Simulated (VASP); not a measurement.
# Al (Fm-3m) in VASP: further runs

Al is run at these levels: LDA, PBEsol; tasks: single point.

Everything below comes from runs of VASP 6.6.1. Logs are shortened: lines on timing, memory, paths and dates and some standing lists are left out, and cuts for length are marked.

## Step 1: The cell of the first run

It takes space group Fm-3m (No. 225, cubic). Conventional cell: a = 3.981 Å, b = 3.981 Å, c = 3.981 Å, α = 90.00°, β = 90.00°, γ = 90.00°. Al (site symmetry m-3m) has 12 Al at 2.81 Å within 3.7 Å.

## Step 2: Single point, LDA

Contents of INCAR:

```
SYSTEM = Al
ALGO = Normal
EDIFF = 1E-6
ENCUT = 520
GGA = CA
ISIF = 2
ISMEAR = 1
LASPH = .TRUE.
LCHARG = .FALSE.
LREAL = .FALSE.
LWAVE = .FALSE.
NBANDS = 8
NELM = 100
PREC = Accurate
SIGMA = 0.05
```

Contents of KPOINTS:

```
k-points
0
G
  14 14 14
  0 0 0
```

Contents of POSCAR:

```
Al
1.0
    0.0000000000      1.9904003817      1.9904003817
    1.9904003817      0.0000000000      1.9904003817
    1.9904003817      1.9904003817      0.0000000000
Al
1
Direct
    0.0000000000      0.0000000000      0.0000000000
```

Potentials or basis: VASP PAW LDA potentials, release 64 (Al).

Launch:

```bash
> cat potpaw_LDA.64/Al/POTCAR > POTCAR
> mpirun -np 1 vasp_std > vasp.out
```

OUTCAR:

```text
SYSTEM = Al
   EDIFF = 1E-6
   ENCUT = 520
   GGA = CA
   ISIF = 2
   ISMEAR = 1
   LASPH = .TRUE.
   LREAL = .FALSE.
   NELM = 100
   PREC = Accurate

 ion  position               nearest neighbor table
   1  0.000  0.000  0.000-

  LATTYP: Found a face centered cubic cell.
 ALAT       =     3.9808007634

  Lattice vectors:

 A1 = (   0.0000000000,   1.9904003817,   1.9904003817)
 A2 = (   1.9904003817,   0.0000000000,   1.9904003817)
 A3 = (   1.9904003817,   1.9904003817,   0.0000000000)

Analysis of symmetry for initial positions (statically):
=====================================================================
 Subroutine PRICEL returns:
 Original cell was already a primitive cell.

 Routine SETGRP: Setting up the symmetry group for a
 face centered cubic supercell.

 Subroutine GETGRP returns: Found 48 space group operations
 (whereof 48 operations were pure point group operations)
 out of a pool of 48 trial point group operations.

The static configuration has the point symmetry O_h .

Analysis of symmetry for dynamics (positions and initial velocities):
=====================================================================
 Subroutine PRICEL returns:
 Original cell was already a primitive cell.

 Routine SETGRP: Setting up the symmetry group for a
 face centered cubic supercell.

 Subroutine GETGRP returns: Found 48 space group operations
 (whereof 48 operations were pure point group operations)
 out of a pool of 48 trial point group operations.

The dynamic configuration has the point symmetry O_h .

 Subroutine INISYM returns: Found 48 space group operations
 (whereof 48 operations are pure point group operations),
 and found     1 'primitive' translations

----------------------------------------------------------------------------------------

                                     Primitive cell

  volume of cell :      15.7707

  direct lattice vectors                    reciprocal lattice vectors
     0.000000000  1.990400382  1.990400382    -0.251205740  0.251205740  0.251205740
     1.990400382  0.000000000  1.990400382     0.251205740 -0.251205740  0.251205740
     1.990400382  1.990400382  0.000000000     0.251205740  0.251205740 -0.251205740

  length of vectors
     2.814851214  2.814851214  2.814851214     0.435101104  0.435101104  0.435101104

  position of ions in fractional coordinates (direct lattice)
     0.000000000  0.000000000  0.000000000

  ion indices of the primitive-cell ions
   primitive index   ion index
                 1           1

----------------------------------------------------------------------------------------

 KPOINTS: k-points

Automatic generation of k-mesh.
 Grid dimensions read from file:
 generate k-points for:   14   14   14

 Generating k-lattice:

  Cartesian coordinates                     Fractional coordinates (reciprocal lattice)
    -0.017943267  0.017943267  0.017943267     0.071428571  0.000000000  0.000000000
     0.017943267 -0.017943267  0.017943267     0.000000000  0.071428571  0.000000000
     0.017943267  0.017943267 -0.017943267     0.000000000  0.000000000  0.071428571

  Length of vectors
     0.031078650  0.031078650  0.031078650

  Shift w.r.t. Gamma in fractional coordinates (k-lattice)
     0.000000000  0.000000000  0.000000000

 Subroutine IBZKPT returns following result:
 ===========================================

 Found    104 irreducible k-points:

 Following reciprocal coordinates:
            Coordinates               Weight
  0.000000  0.000000  0.000000      1.000000
  0.071429  0.000000  0.000000      8.000000
  0.142857  0.000000  0.000000      8.000000
  0.214286  0.000000  0.000000      8.000000
  0.285714  0.000000  0.000000      8.000000
  0.357143  0.000000  0.000000      8.000000
[... 16 lines left out ...]
  0.214286  0.142857  0.000000     24.000000
  0.285714  0.142857  0.000000     24.000000
 [... further k-points ...]
   k-points           NKPTS =    104   k-points in BZ     NKDIM =    104   number of bands    NBANDS=      8
   number of dos      NEDOS =    301   number of ions     NIONS =      1
   total plane-waves  NPLWV =  13824
   dimension x,y,z NGX =    24 NGY =   24 NGZ =   24
   dimension x,y,z NGXF=    48 NGYF=   48 NGZF=   48
   ions per type =               1
   NGX,Y,Z   is equivalent  to a cutoff of  14.17, 14.17, 14.17 a.u.
   NGXF,Y,Z  is equivalent  to a cutoff of  28.35, 28.35, 28.35 a.u.
 SYSTEM =  Al
   PREC   = accura    normal or accurate (medium, high low for compatibility)
   ISTART =      0    job   : 0-new  1-cont  2-samecut
   ICHARG =      2    charge: 1-file 2-atom 10-const
   ISPIN  =      1    spin polarized calculation?
   LNONCOLLINEAR =      F non collinear calculations
   LSORBIT =      F    spin-orbit coupling
   LASPH  =      T    aspherical Exc in radial PAW
   ENCUT  =  520.0 eV  38.22 Ry    6.18 a.u.   5.23  5.23  5.23*2*pi/ulx,y,z
   NELM   =    100;   NELMIN=  2; NELMDL= -5     # of ELM steps
   EDIFF  = 0.1E-05   stopping-criterion for ELM
   LREAL  =      F    real-space projection
   EDIFFG = 0.1E-04   stopping-criterion for IOM
   NSW    =      0    number of steps for IOM
   IBRION =     -1    ionic relax: 0-MD 1-quasi-New 2-CG
   NFREE  =      0    steps in history (QN), initial steepest desc. (CG)
   ISIF   =      2    stress and relaxation
   ISYM   =      2    0-nonsym 1-usesym 2-fastsym
   POTIM  = 0.5000    time-step for ionic-motion
   TEBEG  =    0.0;   TEEND  =   0.0 temperature during run
   PSTRESS=    0.0 pullay stress
   NELECT =       3.0000    total number of electrons
   NUPDOWN=      -1.0000    fix difference up-down
   EMIN   =  10.00;   EMAX   =-10.00  energy-range for DOS
   EFERMI =   0.00;   METHOD = LEGACY
   ISMEAR =     1;   SIGMA  =   0.05  broadening in eV -4-tet -1-fermi 0-gaus
   EFERMI_NEDOS =   21; number of points for ismear=-14 and -15
   IALGO  =     38    algorithm
   IMIX   =      4    mixing-type and parameters
     AMIX     =   0.40;   BMIX     =  1.00
     AMIX_MAG =   1.60;   BMIX_MAG =  1.00
  volume/ion in A,a.u.               =      15.77       106.43
  Fermi-wavevector in a.u.,A,eV,Ry     =   0.941524  1.779223 12.061126  0.886468
  Thomas-Fermi vector in A             =   2.069044
   LORBIT       =      0    0 simple, 1 ext, 2 COOP (PROOUT), +10 PAW based schemes
   GGA     = CA    functional components
   LHFCALC =     F    Hartree Fock is set to
   AEXX    =    0.0000 exact exchange contribution
   IVDW    =     0    specifies the selected vdW correction
   LEPSILON=     F    determine dielectric tensor
   LRPA    =     F    only Hartree local field effects (RPA)
 non-spin polarized calculation
 Methfessel and Paxton  Order N= 1 SIGMA  =   0.05
  energy-cutoff  :      520.00
  volume of cell :       15.77
 maximum number of plane-waves:       444
 NGX is ok and might be reduce to    24
   NGX = 11   NGY = 11   NGZ = 11

 number of electron       3.0000000 magnetization

 Free energy of the ion-electron system (eV)
  ---------------------------------------------------
  ext. energy  EPLUGINS =         0.00000000
  ---------------------------------------------------
  free energy    TOTEN  =        -4.18444844 eV

  energy without entropy =       -4.18453674  energy(sigma->0) =       -4.18447787

 E-fermi :   8.2249     XC(G=0): -10.5126

 val. band max:        8.2062109993   @ k =  -0.3571   0.4286   0.2143
 cond. band min:       8.2745643177   @ k =   0.5000   0.2857   0.0000
 fundamental gap:      0.0683533184
 Fermi energy:         8.2249316999

 k-point     1 :       0.0000    0.0000    0.0000
  band No.  band energies     occupation
      1      -3.1472      2.00000
      2      21.0855      0.00000
      3      21.0855      0.00000
      4      21.0855      0.00000
      5      22.7571      0.00000
      6      22.7571      0.00000
      7      22.7571      0.00000
      8      25.2117      0.00000

 k-point     2 :       0.0714    0.0000    0.0000
  band No.  band energies     occupation
      1      -3.0047      2.00000
      2      18.9557      0.00000
      3      20.6530      0.00000
      4      20.6530      0.00000
      5      23.4009      0.00000
      6      23.4080      0.00000
      7      23.4080      0.00000
      8      26.6096      0.00000

 k-point     3 :       0.1429    0.0000    0.0000
  band No.  band energies     occupation
      1      -2.5780      2.00000
      2      16.0215      0.00000
      3      20.0284      0.00000
      4      20.0284      0.00000
      5      23.3273      0.00000
      6      24.5332      0.00000
      7      24.5332      0.00000
      8      25.9762      0.00000

 k-point     4 :       0.2143    0.0000    0.0000
  band No.  band energies     occupation
      1      -1.8698      2.00000
      2      13.1543      0.00000
      3      19.5628      0.00000
      4      19.5628      0.00000
      5      23.1037      0.00000
      6      23.9803      0.00000
      7      23.9803      0.00000
      8      26.6628      0.00000

 k-point     5 :       0.2857    0.0000    0.0000
  band No.  band energies     occupation
      1      -0.8846      2.00000
      2      10.4577      0.00000
      3      19.3119      0.00000
      4      19.3119      0.00000
      5      22.6872      0.00000
      6      22.6872      0.00000
      7      22.9799      0.00000
      8      26.9048      0.00000
[... 177 lines left out ...]
 k-point    22 :       0.1429    0.1429    0.0000
  band No.  band energies     occupation
      1      -2.3887      2.00000
      2      17.9910      0.00000
      3      17.9910      0.00000
      4      18.1526      0.00000
      5      21.3302      0.00000
      6      22.2538      0.00000
      7      26.9005      0.00000
      8      26.9005      0.00000

 k-point    23 :       0.2143    0.1429    0.0000
  band No.  band energies     occupation
      1      -1.8697      2.00000
      2      15.3753      0.00000
      3      17.3218      0.00000
      4      18.5627      0.00000
      5      20.4482      0.00000
      6      21.5321      0.00000
      7      27.4308      0.00000
      8      27.6992      0.00000

 k-point    24 :       0.2857    0.1429    0.0000
  band No.  band energies     occupation
      1      -1.0717      2.00000
      2      12.6401      0.00000
      3      16.8907      0.00000
      4      18.4266      0.00000
      5      18.9183      0.00000
      6      22.8879      0.00000
      7      26.8002      0.00000
      8      27.4440      0.00000

 [... further k-points ...]
[... 5 lines left out ...]
  --------------------------------------------------------------------------------------
  -------------------------------------------------------------------------------------
  Total        0.0017466      0.0017466      0.0017466     -0.0000000      0.0000000     -0.0000000
  in kB        0.1774397      0.1774397      0.1774397     -0.0000000      0.0000000     -0.0000000
  external PRESSURE =       0.1774397 kB  Pullay stress =       0.0000000 kB

 VOLUME and BASIS-vectors are now :
 -----------------------------------------------------------------------------
  energy-cutoff  :      520.00
  volume of cell :       15.77
      direct lattice vectors                 reciprocal lattice vectors
     0.000000000  1.990400382  1.990400382    -0.251205740  0.251205740  0.251205740
     1.990400382  0.000000000  1.990400382     0.251205740 -0.251205740  0.251205740
     1.990400382  1.990400382  0.000000000     0.251205740  0.251205740 -0.251205740

 POSITION                                       TOTAL-FORCE (eV/Angst)
 -----------------------------------------------------------------------------------
      0.00000      0.00000      0.00000         0.000000      0.000000      0.000000
 -----------------------------------------------------------------------------------
    total drift:                               -0.000000      0.000000      0.000000

  FREE ENERGIE OF THE ION-ELECTRON SYSTEM (eV)
  ---------------------------------------------------
  free  energy   TOTEN  =        -4.1844484446 eV

  energy  without entropy=       -4.1845367357  energy(sigma->0) =       -4.18447787
```

Wall time 6.9 s (1 thread of Intel Xeon Platinum 8259CL at 2.50GHz (Skylake/Cascade Lake), shared host); peak memory 0.12 GiB.

Results:

| Quantity | Value |
| --- | --- |
| Free energy | -4.1844 eV |
| Pressure | 0.0 GPa |

Levels at points of the mesh, in eV from the Fermi level:
| k point | band 1 | band 2 | band 3 | band 4 | band 5 |
| --- | --- | --- | --- | --- | --- |
| (0.00, 0.00, 0.00) | -11.37 | 12.86 | 12.86 | 12.86 | 14.53 |
| (0.50, 0.00, 0.00) | -4.69 | -4.41 | 11.69 | 11.69 | 11.76 |
| (0.50, 0.50, 0.00) | -2.96 | -1.58 | 5.35 | 5.79 | 5.79 |

## Step 3: Single point, PBEsol

This run uses another cell than the first one, of 16.14 Å³/atom, 1.024 times its volume.

Contents of INCAR:

```
PREC = Accurate ; ENCUT = 520
EDIFF = 1E-7 ; ISMEAR = 1
SIGMA = 0.05 ; LREAL = False
LASPH = True ; NELM = 80
ALGO = Normal ; ISIF = 2
LWAVE = False ; LCHARG = False
GGA = PS ; NBANDS = 8
```

Contents of KPOINTS:

```
Automatic mesh
0
Gamma
  14 14 14
```

Contents of POSCAR:

```
Al
1.0
    0.0000000000      2.0059545789      2.0059545789
    2.0059545789      0.0000000000      2.0059545789
    2.0059545789      2.0059545789      0.0000000000
Al
1
Direct
    0.0000000000      0.0000000000      0.0000000000
```

Potentials or basis: VASP PAW PBE potentials, release 64 (Al).

Launch:

```bash
> cat potpaw_PBE.64/Al/POTCAR > POTCAR
> mpirun -np 1 vasp_std > vasp.out
```

Run time: 8.5 s. Hardware: 1 thread of Intel Xeon Platinum 8259CL at 2.50GHz (Skylake/Cascade Lake), shared host; peak memory 0.13 GiB.

It converged, with:

```
Free energy : -4.0851 eV
Pressure    : 0.0 GPa
```

Levels at points of the mesh, in eV from the Fermi level:
```
           k point  band 1  band 2  band 3  band 4  band 5  band 6
(0.00, 0.00, 0.00)  -11.24   12.76   12.76   12.76   14.41   14.41
(0.50, 0.00, 0.00)   -4.64   -4.37   11.58   11.58   11.67   11.67
(0.50, 0.50, 0.00)   -2.93   -1.57    5.30    5.73    5.73    9.30
```

Caveat: the PAW data sets were made with another functional, which shifts forces and pressure a little.
